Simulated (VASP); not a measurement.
Crystal: TiC.

```xyz
2
Lattice="0.0000 2.1657 2.1657 2.1657 0.0000 2.1657 2.1657 2.1657 0.0000" Properties=species:S:1:pos:R:3 pbc="T T T"
Ti    0.0000    0.0000    0.0000
C     2.1657    2.1657    2.1657
```

- Program: VASP 6.6.1
- Task: relaxation of cell and atoms
- Functional: r2SCAN
- Potentials or basis: VASP PAW PBE potentials, release 64 (Ti_sv, C)
- Cutoff: 600 eV
- k mesh: 11 × 11 × 11
- Occupations: fermi-dirac, width 0.05 eV
- Spin: no spin polarisation
- Hubbard terms: Ti d U = 6.0 eV

At the start: pressure 17.8 GPa; volume 10.16 Å³/atom.

**Question.** How do energy, volume and symmetry change on relaxing?

**Answer.** Over 4 steps the energy falls by 35.4 meV/atom and the volume is 10.83 Å³/atom (+6.6 %); space group Fm-3m (No. 225, to 0.05 Å).

Step by step:
```tsv
step	energy change (eV)	largest force (eV/Å)	pressure (GPa)	volume (Å³)
1	0.0000	0.0000	17.83	20.32
2	0.0710	0.0000	-19.39	23.82
3	-0.0708	0.0000	-0.35	21.69
4	-0.0709	0.0000	-0.03	21.66
```

Final structure:
```
Ti C
1.0
     0.00000    2.21256    2.21256
     2.21256    0.00000    2.21256
     2.21256    2.21256    0.00000
Ti C
1 1
Direct
  0.00000 0.00000 0.00000
  0.50000 0.50000 0.50000
```

Caveat: the PAW data sets were made with another functional, which shifts forces and pressure a little; U without spin polarisation on a metal has little footing; the U is typed as a test and isn't derived for this compound.
